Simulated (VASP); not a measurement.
Here is a VASP 6.6.1 calculation.

INCAR

```
SYSTEM = Ti
PREC = Accurate
ENCUT = 520
EDIFF = 1E-6
ISMEAR = 0
SIGMA = 0.15
LREAL = .False.
LASPH = .True.
NELM = 60
ALGO = Fast
ISIF = 2
LWAVE = .False.
LCHARG = .False.
GGA = PS
NBANDS = 19
```

Contents of KPOINTS:

```
Automatic mesh
0
Gamma
  24 24 14
  0 0 0
```

The input POSCAR:

```
Ti
1.0
    2.9004352004      0.0000000000      0.0000000000
   -1.4502176002      2.5118505656      0.0000000000
    0.0000000000      0.0000000000      4.5909904469
Ti
2
Direct
    0.3333333333      0.6666666667      0.2500000000
    0.6666666667      0.3333333333      0.7500000000
```

Potentials or basis: VASP PAW PBE potentials, release 64 (Ti_sv).

Run with:

```bash
$ cat potpaw_PBE.64/Ti_sv/POTCAR > POTCAR
$ mpirun -np 1 vasp_std > vasp.out
```

Question: Estimate the pressure.

Answer: -0.3 GPa.

Question: Predict the band gap on the k mesh.

Answer: Zero (band 12 reaches 9.41 eV, above the bottom of band 13 at 8.25 eV).

Caveat: the PAW data sets were made with another functional, which shifts forces and pressure a little.
